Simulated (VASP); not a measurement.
Write the native input for VASP 6.6.1 that does the following.

* Task: single point
* Functional: PBEsol
* Potentials or basis: VASP PAW PBE potentials, release 64 (Ag)
* Cutoff: 520 eV
* k mesh: 20 × 20 × 20
* Occupations: gaussian, width 0.15 eV
* Spin: no spin polarisation
* Dipole correction: no
* Further INCAR settings: ALGO = Normal; EDIFF = 1e-06; NBANDS = 12

The structure of Ag lies in POSCAR:

```
Ag
1.0
    0.0000000000      1.9818070000      2.0431000000
    1.9818070000      0.0000000000      2.0431000000
    1.9818070000      1.9818070000      0.0000000000
Ag
1
Direct
    0.0000000000      0.0000000000      0.0000000000
```

This cell differs from its parent crystal: strain -0.030 along x and y, +0.000 along z.

One way to write it, as run:

INCAR

```
SYSTEM = Ag
  PREC = Accurate
  ENCUT = 520
  EDIFF = 1E-6
  ISMEAR = 0
  SIGMA = 0.15
  LREAL = .FALSE.
  LASPH = .TRUE.
  NELM = 100
  ALGO = Normal
  ISIF = 2
  LWAVE = .FALSE.
  LCHARG = .FALSE.
  GGA = PS
  NBANDS = 12
```

KPOINTS

```
Automatic mesh
0
G
  20 20 20
  0 0 0
```

Potentials or basis: VASP PAW PBE potentials, release 64 (Ag).

Launch:

```sh
$ cat potpaw_PBE.64/Ag/POTCAR > POTCAR
$ mpirun -np 1 vasp_std > vasp.out
```

It gave:

| Property | Result |
| --- | --- |
| Pressure | 4.7 GPa |

Caveat: the cell differs from its parent crystal (strain -0.030 along x and y, +0.000 along z); the PAW data sets were made with another functional, which shifts forces and pressure a little.

Wall time 34 s on 1 thread of Intel(R) Xeon(R) 6975P-C (Granite Rapids) (shared host), peak memory 0.24 GiB.
